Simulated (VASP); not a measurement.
# LuH3 (I4/mmm) in VASP: relaxation of cell and atoms with PBEsol

Aim: the relaxation of cell and atoms of LuH3 with PBEsol.

Everything below comes from runs of VASP 6.6.1. Logs are shortened: lines on timing, memory, paths and dates and some standing lists are left out, and cuts for length are marked.

## 1. The cell of the first run

The structure is tetragonal, space group I4/mmm (No. 139). Conventional cell: a = 3.348 Å, b = 3.348 Å, c = 5.564 Å, α = 90.00°, β = 90.00°, γ = 90.00°. Lu (site symmetry 4/mmm) has 14 H at 2.18 to 2.78 Å within 2.9 Å. H (site symmetry -4m2) has 4 Lu at 2.18 Å and 10 H at 2.18 to 2.78 Å within 2.9 Å. Within 2.9 Å of H (site symmetry 4/mmm) lie 8 H at 2.18 Å and 6 Lu at 2.37 to 2.78 Å.

## 2. Relaxation of cell and atoms, PBEsol

INCAR

```
PREC = Accurate
ENCUT = 600
EDIFF = 1E-7
ISMEAR = 0
SIGMA = 0.02
LREAL = False
LASPH = True
NELM = 80
ALGO = Normal
ISIF = 3
LWAVE = False
LCHARG = False
GGA = PS
IBRION = 2
NSW = 60
EDIFFG = -0.03
```

KPOINTS

```
Automatic mesh
0
Gamma
  8 8 9
```

POSCAR

```
LuH3
1.0
   -1.6740810000      1.6740810000      2.7822020000
    1.6740810000     -1.6740810000      2.7822020000
    1.6740810000      1.6740810000     -2.7822020000
Lu H
1 3
Direct
    0.0000000000      0.0000000000      0.0000000000
    0.7500000000      0.2500000000      0.5000000000
    0.2500000000      0.7500000000      0.5000000000
    0.5000000000      0.5000000000      0.0000000000
```

Potentials or basis: VASP PAW PBE potentials, release 64 (Lu, H).

Command:

```console
$ cat potpaw_PBE.64/Lu/POTCAR potpaw_PBE.64/H/POTCAR > POTCAR
$ mpirun -np 1 vasp_std > vasp.out
```

OUTCAR:

```text
PREC = Accurate
   ENCUT = 600
   EDIFF = 1E-7
   ISMEAR = 0
   LREAL = False
   LASPH = True
   NELM = 80
   ISIF = 3
   GGA = PS
   IBRION = 2
   NSW = 60
   EDIFFG = -0.03

 ion  position               nearest neighbor table
   1  0.000  0.000  0.000-   2 2.18   3 2.18   2 2.18   3 2.18   2 2.18   3 2.18   2 2.18   3 2.18

   2  0.750  0.250  0.500-   1 2.18   1 2.18   1 2.18   1 2.18
   3  0.250  0.750  0.500-   1 2.18   1 2.18   1 2.18   1 2.18
   4  0.500  0.500  0.000-

  LATTYP: Found a body centered tetragonal cell.
 ALAT       =     3.3481620000
 C/A-ratio  =     1.6619279473

  Lattice vectors:

 A1 = (  -1.6740810000,   1.6740810000,   2.7822020000)
 A2 = (   1.6740810000,  -1.6740810000,   2.7822020000)
 A3 = (   1.6740810000,   1.6740810000,  -2.7822020000)

Analysis of symmetry for initial positions (statically):
=====================================================================
 Subroutine PRICEL returns:
 Original cell was already a primitive cell.

 Routine SETGRP: Setting up the symmetry group for a
 body centered tetragonal supercell.

 Subroutine GETGRP returns: Found 16 space group operations
 (whereof 16 operations were pure point group operations)
 out of a pool of 16 trial point group operations.

The static configuration has the point symmetry D_4h.

Analysis of symmetry for dynamics (positions and initial velocities):
=====================================================================
 Subroutine PRICEL returns:
 Original cell was already a primitive cell.

 Routine SETGRP: Setting up the symmetry group for a
 body centered tetragonal supercell.

 Subroutine GETGRP returns: Found 16 space group operations
 (whereof 16 operations were pure point group operations)
 out of a pool of 16 trial point group operations.

The dynamic configuration has the point symmetry D_4h.

 Subroutine INISYM returns: Found 16 space group operations
 (whereof 16 operations are pure point group operations),
 and found     1 'primitive' translations

----------------------------------------------------------------------------------------

                                     Primitive cell

  volume of cell :      31.1890

  direct lattice vectors                    reciprocal lattice vectors
[... 113 lines left out ...]
   EDIFF  = 0.1E-06   stopping-criterion for ELM
   LREAL  =      F    real-space projection
   EDIFFG = -.3E-01   stopping-criterion for IOM
   NSW    =     60    number of steps for IOM
   IBRION =      2    ionic relax: 0-MD 1-quasi-New 2-CG
   NFREE  =      1    steps in history (QN), initial steepest desc. (CG)
   ISIF   =      3    stress and relaxation
   ISYM   =      2    0-nonsym 1-usesym 2-fastsym
   POTIM  = 0.5000    time-step for ionic-motion
   TEBEG  =    0.0;   TEEND  =   0.0 temperature during run
   PSTRESS=    0.0 pullay stress
   NELECT =      28.0000    total number of electrons
   NUPDOWN=      -1.0000    fix difference up-down
   EMIN   =  10.00;   EMAX   =-10.00  energy-range for DOS
   EFERMI =   0.00;   METHOD = LEGACY
   ISMEAR =     0;   SIGMA  =   0.02  broadening in eV -4-tet -1-fermi 0-gaus
   EFERMI_NEDOS =   21; number of points for ismear=-14 and -15
   IALGO  =     38    algorithm
   IMIX   =      4    mixing-type and parameters
     AMIX     =   0.40;   BMIX     =  1.00
     AMIX_MAG =   1.60;   BMIX_MAG =  1.00
  volume/ion in A,a.u.               =       7.80        52.62
  Fermi-wavevector in a.u.,A,eV,Ry     =   1.579284  2.984415 33.934819  2.494139
  Thomas-Fermi vector in A             =   2.679687
   LORBIT       =      0    0 simple, 1 ext, 2 COOP (PROOUT), +10 PAW based schemes
   GGA     = PS    functional components
   LHFCALC =     F    Hartree Fock is set to
   AEXX    =    0.0000 exact exchange contribution
   IVDW    =     0    specifies the selected vdW correction
   LEPSILON=     F    determine dielectric tensor
   LRPA    =     F    only Hartree local field effects (RPA)
 conjugate gradient relaxation of ions
 non-spin polarized calculation
 Gauss-broadening in eV      SIGMA  =   0.02
  energy-cutoff  :      600.00
  volume of cell :       31.19
 maximum number of plane-waves:      1053
 NGX is ok and might be reduce to    30
   NGX = 15   NGY = 15   NGZ = 15

--------------------------------------- Ionic step        1  -------------------------------------------

 number of electron      28.0000006 magnetization

 Free energy of the ion-electron system (eV)
  ---------------------------------------------------
  ext. energy  EPLUGINS =         0.00000000
  ---------------------------------------------------
  free energy    TOTEN  =       -17.05041324 eV

  energy without entropy =      -17.05033504  energy(sigma->0) =      -17.05037414

------------------------ aborting loop because EDIFF is reached ----------------------------------------

  FORCE on cell =-STRESS in cart. coord.  units (eV):
  Direction    XX          YY          ZZ          XY          YZ          ZX
  --------------------------------------------------------------------------------------
  -------------------------------------------------------------------------------------
  Total       -0.4437602     -0.4437602     -0.4879621      0.0000000      0.0000000     -0.0000000
  in kB      -22.7959338    -22.7959338    -25.0665797      0.0000000      0.0000000     -0.0000000
  external PRESSURE =     -23.5528158 kB  Pullay stress =       0.0000000 kB
[... 63 lines left out ...]
--------------------------------------- Ionic step        3  -------------------------------------------

 number of electron      28.0000001 magnetization

 Free energy of the ion-electron system (eV)
  ---------------------------------------------------
  ext. energy  EPLUGINS =         0.00000000
  ---------------------------------------------------
  free energy    TOTEN  =       -17.05563990 eV

  energy without entropy =      -17.05556160  energy(sigma->0) =      -17.05560075

 E-fermi :   3.6966     XC(G=0): -11.9082

 val. band max:        3.6959909843   @ k =  -0.1250   0.1250   0.0000
 cond. band min:       3.6971879040   @ k =   0.0000   0.0000   0.1111
 fundamental gap:      0.0011969197
 Fermi energy:         3.6965890172

 k-point     1 :       0.0000    0.0000    0.0000
  band No.  band energies     occupation
      1     -52.9087      2.00000
      2     -23.4606      2.00000
      3     -23.3747      2.00000
      4     -23.3747      2.00000
      5      -7.4345      2.00000
      6      -1.9863      2.00000
[... 481 lines left out ...]
      5      -4.8447      2.00000
      6      -2.0842      2.00000
[... 10 lines left out ...]
     17       7.0327      0.00000
     18       8.6648      0.00000

 [... further k-points ...]
[... 5 lines left out ...]
  --------------------------------------------------------------------------------------
  -------------------------------------------------------------------------------------
  Total        0.0250914      0.0250914     -0.0668637      0.0000000      0.0000000      0.0000000
  in kB        1.3185456      1.3185456     -3.5136729      0.0000000      0.0000000      0.0000000
  external PRESSURE =      -0.2921939 kB  Pullay stress =       0.0000000 kB
[... 19 lines left out ...]
  FREE ENERGIE OF THE ION-ELECTRON SYSTEM (eV)
  ---------------------------------------------------
  free  energy   TOTEN  =       -17.0556399006 eV

  energy  without entropy=      -17.0555616013  energy(sigma->0) =      -17.05560075

 reached required accuracy - stopping structural energy minimisation
```

OSZICAR:

```text
N       E                     dE             d eps       ncg     rms          rms(c)
DAV:   1     0.100162179720E+03    0.10016E+03   -0.13000E+04  7316   0.572E+03
DAV:   2    -0.102258981298E+02   -0.11039E+03   -0.10754E+03  6148   0.410E+02
DAV:   3    -0.176504458460E+02   -0.74245E+01   -0.73484E+01  6904   0.874E+01
[... 29 lines left out ...]
DAV:   4    -0.170548545649E+02   -0.68190E-03   -0.21011E-03 11516   0.857E-01    0.768E-02
DAV:   5    -0.170555978097E+02   -0.74324E-03   -0.11928E-03 11584   0.387E-01    0.214E-02
DAV:   6    -0.170556202840E+02   -0.22474E-04   -0.40207E-05  8118   0.880E-02    0.126E-02
DAV:   7    -0.170556367219E+02   -0.16438E-04   -0.20952E-05 11552   0.506E-02    0.719E-03
DAV:   8    -0.170556399724E+02   -0.32505E-05   -0.37931E-06 11422   0.448E-02    0.939E-04
DAV:   9    -0.170556399006E+02    0.71864E-07   -0.33765E-07  7252   0.491E-03
   3 F= -.17055640E+02 E0= -.17055601E+02  d E =-.522666E-02
```

CONTCAR:

```text
LuH3
   1.00000000000000
    -1.6618631989049342    1.6618631989049342    2.7598743542434581
     1.6618631989049342   -1.6618631989049342    2.7598743542434581
     1.6618631989049342    1.6618631989049342   -2.7598743542434581
  Lu              H
     1     3
Direct
     0.0000000000000000    0.0000000000000000    0.0000000000000000
     0.7500000000000000    0.2500000000000000    0.5000000000000000
     0.2500000000000000    0.7500000000000000    0.5000000000000000
     0.5000000000000000    0.5000000000000000    0.0000000000000000

  0.00000000E+00  0.00000000E+00  0.00000000E+00
  0.00000000E+00  0.00000000E+00  0.00000000E+00
  0.00000000E+00  0.00000000E+00  0.00000000E+00
  0.00000000E+00  0.00000000E+00  0.00000000E+00
```

Run time: 3.2 min. Hardware: 1 thread of Intel Xeon 6975P-C (Granite Rapids), shared host; peak memory 0.29 GiB.

Results:

```
Free energy                           : -17.0556 eV
Relaxed volume                        : 7.62 Å³/atom
Relaxed cell                          : a = 3.625 Å, b = 3.625 Å, c = 3.625 Å, α = 125.43°, β = 125.43°, γ = 80.83°
Space group after relaxing (to 0.1 Å) : I4/mmm (No. 139)
Energy gained by relaxing             : 1.3 meV/atom
Ionic steps                           : 3
Pressure after relaxing               : 0.0 GPa
Band gap on the k mesh                : zero (bands 14 and 15 overlap by 0.21 eV)
```

The path:
| step | energy change (eV) | largest force (eV/Å) | pressure (GPa) | volume (Å³) |
| --- | --- | --- | --- | --- |
| 1 | 0.0000 | 0.0000 | -2.36 | 31.19 |
| 2 | -0.0049 | 0.0000 | -0.64 | 30.67 |
| 3 | -0.0052 | 0.0000 | -0.03 | 30.49 |

Final structure:
```yaml
crystal:
  lattice:
    - [-1.66186, 1.66186, 2.75987]
    - [1.66186, -1.66186, 2.75987]
    - [1.66186, 1.66186, -2.75987]
  atoms:
    - { symbol: Lu, position: [0.00000, 0.00000, 0.00000] }
    - { symbol: H, position: [0.75000, 0.25000, 0.50000] }
    - { symbol: H, position: [0.25000, 0.75000, 0.50000] }
    - { symbol: H, position: [0.50000, 0.50000, 0.00000] }
```

Caveat: the PAW data sets were made with another functional, which shifts forces and pressure a little; spin-orbit coupling is left out, which moves the levels of the heavy elements.
